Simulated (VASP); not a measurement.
# HfO2 in VASP: a series of runs

HfO2 is run at these levels: r2SCAN, PBEsol; tasks: single point.

Program: VASP 6.6.1. These are calculated values, not measurements. Logs are shortened: lines on timing, memory, paths and dates and some standing lists are left out, and cuts for length are marked.

## 1. The cell of the first run

The structure is cubic, space group Fm-3m (No. 225). Conventional cell: a = 5.112 Å, b = 5.112 Å, c = 5.112 Å, α = 90.00°, β = 90.00°, γ = 90.00°. Hf (site symmetry m-3m) has 8 O at 2.21 Å within 2.9 Å. Within 2.9 Å of O (site symmetry -43m) lie 4 Hf at 2.21 Å and 6 O at 2.56 Å.

## 2. Single point, r2SCAN (strained)

POSCAR reads:

```
HfO2
1.0
    0.0000000000      2.5557609000      2.5557609000
    2.5557609000      0.0000000000      2.5557609000
    2.5557609000      2.5557609000      0.0000000000
Hf O
1 2
Direct
    0.0000000000      0.0000000000      0.0000000000
    0.2500000000      0.2500000000      0.2500000000
    0.7500000000      0.7500000000      0.7500000000
```

INCAR.step1 reads:

```
ALGO     = Normal         # electronic algorithm
EDIFF    = 1E-4           # SCF threshold, eV
ENCUT    = 520            # plane-wave cutoff, eV
GGA      = PE             # functional
ISMEAR   = 0              # smearing method
LASPH    = T              # aspherical terms in the spheres
LCHARG   = F              # write CHGCAR
LREAL    = F              # projectors in reciprocal space
LWAVE    = T              # write WAVECAR
NBANDS   = 18             # bands
NELM     = 80             # most SCF steps
PREC     = Accurate       # precision mode
SIGMA    = 0.02           # smearing width, eV
```

INCAR.step2 reads:

```
ALGO     = Normal         # electronic algorithm
EDIFF    = 1E-7           # SCF threshold, eV
ENCUT    = 520            # plane-wave cutoff, eV
ISIF     = 2              # what is computed and relaxed
ISMEAR   = 0              # smearing method
ISTART   = 1            
LASPH    = T              # aspherical terms in the spheres
LCHARG   = F              # write CHGCAR
LMIXTAU  = T            
LREAL    = F              # projectors in reciprocal space
LWAVE    = F              # write WAVECAR
METAGGA  = R2SCAN         # meta-GGA
NBANDS   = 18             # bands
NELM     = 80             # most SCF steps
PREC     = Accurate       # precision mode
SIGMA    = 0.02           # smearing width, eV
```

KPOINTS reads:

```
k-points
0
Gamma
  8 8 8
```

Potentials or basis: VASP PAW PBE potentials, release 64 (Hf_pv, O).

Command:

```
$ cat potpaw_PBE.64/Hf_pv/POTCAR potpaw_PBE.64/O/POTCAR > POTCAR
$ cp INCAR.step1 INCAR
$ mpirun -np 1 vasp_std > vasp.out
$ cp INCAR.step2 INCAR
$ mpirun -np 1 vasp_std > vasp.out
```

OUTCAR:

```text
EDIFF = 1E-7
   ENCUT = 520
   ISIF = 2
   ISMEAR = 0
   ISTART = 1
   LASPH = T
   LREAL = F
   METAGGA = R2SCAN
   NELM = 80
   PREC = Accurate

 ion  position               nearest neighbor table
   1  0.000  0.000  0.000-   3 2.21   3 2.21   3 2.21   2 2.21   3 2.21   2 2.21   2 2.21   2 2.21

   2  0.250  0.250  0.250-   1 2.21   1 2.21   1 2.21   1 2.21
   3  0.750  0.750  0.750-   1 2.21   1 2.21   1 2.21   1 2.21

  LATTYP: Found a face centered cubic cell.
 ALAT       =     5.1115218000

  Lattice vectors:

 A1 = (   0.0000000000,   2.5557609000,   2.5557609000)
 A2 = (   2.5557609000,   0.0000000000,   2.5557609000)
 A3 = (   2.5557609000,   2.5557609000,   0.0000000000)

Analysis of symmetry for initial positions (statically):
=====================================================================
 Subroutine PRICEL returns:
 Original cell was already a primitive cell.

 Routine SETGRP: Setting up the symmetry group for a
 face centered cubic supercell.

 Subroutine GETGRP returns: Found 48 space group operations
 (whereof 48 operations were pure point group operations)
 out of a pool of 48 trial point group operations.

The static configuration has the point symmetry O_h .

Analysis of symmetry for dynamics (positions and initial velocities):
=====================================================================
 Subroutine PRICEL returns:
 Original cell was already a primitive cell.

 Routine SETGRP: Setting up the symmetry group for a
 face centered cubic supercell.

 Subroutine GETGRP returns: Found 48 space group operations
 (whereof 48 operations were pure point group operations)
 out of a pool of 48 trial point group operations.

The dynamic configuration has the point symmetry O_h .

 Subroutine INISYM returns: Found 48 space group operations
 (whereof 48 operations are pure point group operations),
 and found     1 'primitive' translations

----------------------------------------------------------------------------------------

                                     Primitive cell

  volume of cell :      33.3880

  direct lattice vectors                    reciprocal lattice vectors
     0.000000000  2.555760900  2.555760900    -0.195636454  0.195636454  0.195636454
     2.555760900  0.000000000  2.555760900     0.195636454 -0.195636454  0.195636454
     2.555760900  2.555760900  0.000000000     0.195636454  0.195636454 -0.195636454

  length of vectors
     3.614391727  3.614391727  3.614391727     0.338852278  0.338852278  0.338852278

  position of ions in fractional coordinates (direct lattice)
     0.000000000  0.000000000  0.000000000
     0.250000000  0.250000000  0.250000000
     0.750000000  0.750000000  0.750000000

  ion indices of the primitive-cell ions
   primitive index   ion index
                 1           1
                 2           2
                 3           3

----------------------------------------------------------------------------------------

 KPOINTS: k-points

Automatic generation of k-mesh.
 Grid dimensions read from file:
 generate k-points for:    8    8    8

 Generating k-lattice:

  Cartesian coordinates                     Fractional coordinates (reciprocal lattice)
    -0.024454557  0.024454557  0.024454557     0.125000000  0.000000000  0.000000000
     0.024454557 -0.024454557  0.024454557     0.000000000  0.125000000  0.000000000
     0.024454557  0.024454557 -0.024454557     0.000000000  0.000000000  0.125000000

  Length of vectors
     0.042356535  0.042356535  0.042356535

  Shift w.r.t. Gamma in fractional coordinates (k-lattice)
     0.000000000  0.000000000  0.000000000

 Subroutine IBZKPT returns following result:
 ===========================================

 Found     29 irreducible k-points:

 Following reciprocal coordinates:
            Coordinates               Weight
  0.000000  0.000000  0.000000      1.000000
  0.125000  0.000000  0.000000      8.000000
  0.250000  0.000000  0.000000      8.000000
  0.375000  0.000000  0.000000      8.000000
  0.500000  0.000000  0.000000      4.000000
  0.125000  0.125000  0.000000      6.000000
[... 16 lines left out ...]
  0.500000  0.250000  0.125000     48.000000
 -0.375000  0.250000  0.125000     24.000000
 [... further k-points ...]
   k-points           NKPTS =     29   k-points in BZ     NKDIM =     29   number of bands    NBANDS=     18
   number of dos      NEDOS =    301   number of ions     NIONS =      3
   total plane-waves  NPLWV =  21952
   dimension x,y,z NGX =    28 NGY =   28 NGZ =   28
   dimension x,y,z NGXF=    56 NGYF=   56 NGZF=   56
   ions per type =               1   2
   NGX,Y,Z   is equivalent  to a cutoff of  12.88, 12.88, 12.88 a.u.
   NGXF,Y,Z  is equivalent  to a cutoff of  25.76, 25.76, 25.76 a.u.
 SYSTEM =  unknown system
   PREC   = accura    normal or accurate (medium, high low for compatibility)
   ISTART =      1    job   : 0-new  1-cont  2-samecut
   ICHARG =      0    charge: 1-file 2-atom 10-const
   ISPIN  =      1    spin polarized calculation?
   LNONCOLLINEAR =      F non collinear calculations
   LSORBIT =      F    spin-orbit coupling
   LASPH  =      T    aspherical Exc in radial PAW
   ENCUT  =  520.0 eV  38.22 Ry    6.18 a.u.   6.72  6.72  6.72*2*pi/ulx,y,z
   NELM   =     80;   NELMIN=  2; NELMDL=  0     # of ELM steps
   EDIFF  = 0.1E-06   stopping-criterion for ELM
   LREAL  =      F    real-space projection
   EDIFFG = 0.1E-05   stopping-criterion for IOM
   NSW    =      0    number of steps for IOM
   IBRION =     -1    ionic relax: 0-MD 1-quasi-New 2-CG
   NFREE  =      0    steps in history (QN), initial steepest desc. (CG)
   ISIF   =      2    stress and relaxation
   ISYM   =      2    0-nonsym 1-usesym 2-fastsym
   POTIM  = 0.5000    time-step for ionic-motion
   TEBEG  =    0.0;   TEEND  =   0.0 temperature during run
   PSTRESS=    0.0 pullay stress
   NELECT =      22.0000    total number of electrons
   NUPDOWN=      -1.0000    fix difference up-down
   EMIN   =  10.00;   EMAX   =-10.00  energy-range for DOS
   EFERMI =   0.00;   METHOD = LEGACY
   ISMEAR =     0;   SIGMA  =   0.02  broadening in eV -4-tet -1-fermi 0-gaus
   EFERMI_NEDOS =   21; number of points for ismear=-14 and -15
   IALGO  =     38    algorithm
   IMIX   =      4    mixing-type and parameters
     AMIX     =   0.40;   BMIX     =  1.00
     AMIX_MAG =   1.60;   BMIX_MAG =  1.00
  volume/ion in A,a.u.               =      11.13        75.10
  Fermi-wavevector in a.u.,A,eV,Ry     =   1.424576  2.692058 27.611876  2.029416
  Thomas-Fermi vector in A             =   2.545052
   LORBIT       =      0    0 simple, 1 ext, 2 COOP (PROOUT), +10 PAW based schemes
   METAGGA = R2SCAN    functional components
   LHFCALC =     F    Hartree Fock is set to
   AEXX    =    0.0000 exact exchange contribution
   IVDW    =     0    specifies the selected vdW correction
   LEPSILON=     F    determine dielectric tensor
   LRPA    =     F    only Hartree local field effects (RPA)
 non-spin polarized calculation
 Gauss-broadening in eV      SIGMA  =   0.02
  energy-cutoff  :      520.00
  volume of cell :       33.39
 maximum number of plane-waves:       934
   NGX = 13   NGY = 13   NGZ = 13

 number of electron      21.9999993 magnetization

 Free energy of the ion-electron system (eV)
  ---------------------------------------------------
  ext. energy  EPLUGINS =         0.00000000
  ---------------------------------------------------
  free energy    TOTEN  =       -68.49866711 eV

  energy without entropy =      -68.49866711  energy(sigma->0) =      -68.49866711

 E-fermi :   3.9051     XC(G=0): -12.4363

 val. band max:        3.7055043160   @ k =   0.5000   0.5000   0.0000
 cond. band min:       7.9264156666   @ k =   0.5000   0.5000   0.0000
 fundamental gap:      4.2209113506
 Fermi energy:         3.9050586638

 k-point     1 :       0.0000    0.0000    0.0000
  band No.  band energies     occupation
      1     -27.0766      2.00000
      2     -27.0766      2.00000
      3     -27.0766      2.00000
      4     -15.8714      2.00000
      5     -12.9891      2.00000
      6      -1.5834      2.00000
[... 10 lines left out ...]
     17      14.3851      0.00000
     18      16.2075      0.00000

 k-point     2 :       0.1250    0.0000    0.0000
  band No.  band energies     occupation
      1     -27.1376      2.00000
      2     -27.0831      2.00000
      3     -27.0831      2.00000
      4     -15.6761      2.00000
      5     -13.1466      2.00000
      6      -1.4352      2.00000
[... 10 lines left out ...]
     17      14.1245      0.00000
     18      16.2058      0.00000

 k-point     3 :       0.2500    0.0000    0.0000
  band No.  band energies     occupation
      1     -27.2797      2.00000
      2     -27.0988      2.00000
      3     -27.0988      2.00000
      4     -15.2116      2.00000
      5     -13.4719      2.00000
      6      -1.0649      2.00000
[... 10 lines left out ...]
     17      13.6599      0.00000
     18      16.1977      0.00000

 k-point     4 :       0.3750    0.0000    0.0000
  band No.  band energies     occupation
      1     -27.4151      2.00000
      2     -27.1143      2.00000
      3     -27.1143      2.00000
      4     -14.8029      2.00000
      5     -13.6794      2.00000
      6      -0.6859      2.00000
[... 10 lines left out ...]
     17      13.6683      0.00000
     18      16.1688      0.00000

 k-point     5 :       0.5000    0.0000    0.0000
  band No.  band energies     occupation
      1     -27.4693      2.00000
      2     -27.1207      2.00000
      3     -27.1207      2.00000
      4     -14.6870      2.00000
      5     -13.6933      2.00000
      6      -0.5327      2.00000
[... 10 lines left out ...]
     17      13.3751      0.00000
     18      16.1845      0.00000

 k-point     6 :       0.1250    0.1250    0.0000
  band No.  band energies     occupation
      1     -27.1433      2.00000
      2     -27.0926      2.00000
      3     -27.0926      2.00000
      4     -15.6076      2.00000
      5     -13.1991      2.00000
      6      -1.4228      2.00000
[... 307 lines left out ...]
 k-point    21 :       0.5000    0.5000    0.0000
  band No.  band energies     occupation
      1     -27.4969      2.00000
      2     -27.1848      2.00000
      3     -27.1848      2.00000
      4     -14.2030      2.00000
      5     -13.8684      2.00000
      6      -2.6649      2.00000
[... 10 lines left out ...]
     17      16.1995      0.00000
     18      17.4620      0.00000

 k-point    22 :       0.3750    0.2500    0.1250
  band No.  band energies     occupation
      1     -27.3238      2.00000
      2     -27.1626      2.00000
      3     -27.1187      2.00000
      4     -14.8186      2.00000
      5     -13.7128      2.00000
      6      -1.0893      2.00000
[... 10 lines left out ...]
     17      13.9657      0.00000
     18      16.2004      0.00000

 k-point    23 :       0.5000    0.2500    0.1250
  band No.  band energies     occupation
      1     -27.3897      2.00000
      2     -27.2134      2.00000
      3     -27.1362      2.00000
      4     -14.4523      2.00000
      5     -13.8741      2.00000
      6      -1.0822      2.00000
[... 10 lines left out ...]
     17      14.9018      0.00000
     18      16.1964      0.00000

 k-point    24 :      -0.3750    0.2500    0.1250
  band No.  band energies     occupation
      1     -27.4153      2.00000
      2     -27.2340      2.00000
      3     -27.1449      2.00000
      4     -14.3633      2.00000
      5     -13.8644      2.00000
      6      -1.0851      2.00000
[... 10 lines left out ...]
     17      15.1027      0.00000
     18      16.1934      0.00000

 [... further k-points ...]

------------------------ aborting loop because EDIFF is reached ----------------------------------------

  FORCE on cell =-STRESS in cart. coord.  units (eV):
  Direction    XX          YY          ZZ          XY          YZ          ZX
  --------------------------------------------------------------------------------------
  -------------------------------------------------------------------------------------
  Total       -2.4209019     -2.4209019     -2.4209019      0.0000000     -0.0000000      0.0000000
  in kB     -116.1708368   -116.1708368   -116.1708368      0.0000000     -0.0000000      0.0000000
  external PRESSURE =    -116.1708368 kB  Pullay stress =       0.0000000 kB

 VOLUME and BASIS-vectors are now :
 -----------------------------------------------------------------------------
  energy-cutoff  :      520.00
  volume of cell :       33.39
      direct lattice vectors                 reciprocal lattice vectors
     0.000000000  2.555760900  2.555760900    -0.195636454  0.195636454  0.195636454
     2.555760900  0.000000000  2.555760900     0.195636454 -0.195636454  0.195636454
     2.555760900  2.555760900  0.000000000     0.195636454  0.195636454 -0.195636454

 POSITION                                       TOTAL-FORCE (eV/Angst)
 -----------------------------------------------------------------------------------
      0.00000      0.00000      0.00000        -0.000000     -0.000000      0.000000
      1.27788      1.27788      1.27788         0.000000      0.000000      0.000000
      3.83364      3.83364      3.83364        -0.000000     -0.000000     -0.000000
 -----------------------------------------------------------------------------------
    total drift:                                0.000000      0.000000      0.000000

  FREE ENERGIE OF THE ION-ELECTRON SYSTEM (eV)
  ---------------------------------------------------
  free  energy   TOTEN  =       -68.4986671082 eV

  energy  without entropy=      -68.4986671082  energy(sigma->0) =      -68.49866711
```

Run time: 2.4 min. Hardware: 1 thread of Intel Xeon 8259CL, shared host; peak memory 0.17 GiB.

Results:

```yaml
Free_energy: -68.4987 eV
Pressure: -11.6 GPa
Band_gap_on_the_k_mesh: 4.22 eV
```

Caveat: the cell differs from its parent crystal (strained); the cell stands under tension; the PAW data sets were made with another functional, which shifts forces and pressure a little; spin-orbit coupling is left out, which moves the levels of the heavy elements.

(Continued in part 2 of 3.)
